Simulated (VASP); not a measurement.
Write the native input for VASP 6.6.1 that does the following.

| Item | Value |
| --- | --- |
| Task | single point |
| Functional | LDA |
| Potentials or basis | VASP PAW LDA potentials, release 64 (Sr_sv, O) |
| Cutoff | 520 eV |
| k mesh | 8 × 8 × 8 |
| Occupations | gaussian, width 0.05 eV |
| Spin | no spin polarisation |
| Dipole correction | no |
| Further INCAR settings | ALGO = Normal; EDIFF = 1e-06; NBANDS = 15 |

The structure of SrO lies in POSCAR:

```
SrO
1.0
    0.0000000000      2.6340450000      2.4413100000
    2.6340450000      0.0000000000      2.4413100000
    2.6340450000      2.6340450000      0.0000000000
Sr O
1 1
Direct
    0.0000000000      0.0000000000      0.0000000000
    0.5000000000      0.5000000000      0.5000000000
```

This cell differs from its parent crystal: strain +0.025 along x and y, -0.050 along z.

The input as run:

INCAR

```
SYSTEM = SrO
PREC = Accurate
ENCUT = 520
EDIFF = 1E-6
ISMEAR = 0
SIGMA = 0.05
LREAL = .FALSE.
LASPH = .TRUE.
NELM = 100
ALGO = Normal
ISIF = 2
LWAVE = .FALSE.
LCHARG = .TRUE.
GGA = CA
LELF = .TRUE.
LVHAR = .TRUE.
NBANDS = 15
```

KPOINTS

```
Automatic mesh
0
G
  8 8 8
  0 0 0
```

Potentials or basis: VASP PAW LDA potentials, release 64 (Sr_sv, O).

Launch:

```sh
$ cat potpaw_LDA.64/Sr_sv/POTCAR potpaw_LDA.64/O/POTCAR > POTCAR
$ mpirun -np 1 vasp_std > vasp.out
```

Results of the run:

The pressure is -2.0 GPa and the band gap on the k mesh is 2.68 eV, indirect (least direct gap 2.96 eV).

Caveat: the cell differs from its parent crystal (strain +0.025 along x and y, -0.050 along z).

It took 27 s on 1 thread of Intel(R) Xeon(R) Platinum 8488C (Sapphire Rapids) (shared host), peak memory 0.16 GiB.
